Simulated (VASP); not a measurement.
A run of VASP 6.6.1:

The input INCAR:

```
SYSTEM = PbO2
ALGO = Normal
EDIFF = 1E-7
EDIFFG = -0.01
ENCUT = 600
GGA = PS
GGA_COMPAT = .False.
IBRION = 2
ISIF = 3
ISMEAR = 1
LASPH = .True.
LCHARG = .False.
LREAL = .False.
LWAVE = .False.
NELM = 120
NELMIN = 4
NSW = 80
PREC = Accurate
SIGMA = 0.01
```

Contents of KPOINTS:

```
k-points
0
Gamma
  6 6 6
  0 0 0
```

File POSCAR:

```
PbO2
1.0
    0.0000000000      2.5700000000      2.5700000000
    2.5700000000      0.0000000000      2.5700000000
    2.5700000000      2.5700000000      0.0000000000
Pb O
1 2
Direct
    0.0000000000      0.0000000000      0.0000000000
    0.2500000000      0.2500000000      0.2500000000
    0.7500000000      0.7500000000      0.7500000000
```

Potentials or basis: VASP PAW PBE potentials, release 64 (Pb_d, O).

Run with:

```console
$ cat potpaw_PBE.64/Pb_d/POTCAR potpaw_PBE.64/O/POTCAR > POTCAR
$ mpirun -np 1 vasp_std > vasp.out
```

Hardware: 1 thread of Intel(R) Xeon(R) 6975P-C (Granite Rapids), on a shared host.

**Question.** Estimate the wall time of this run.

**Answer.** It took 21 s on 1 thread of Intel(R) Xeon(R) 6975P-C (Granite Rapids), on a shared host, peak memory 0.18 GiB. Counts: scf iterations 42, k points 16, ion steps 4.
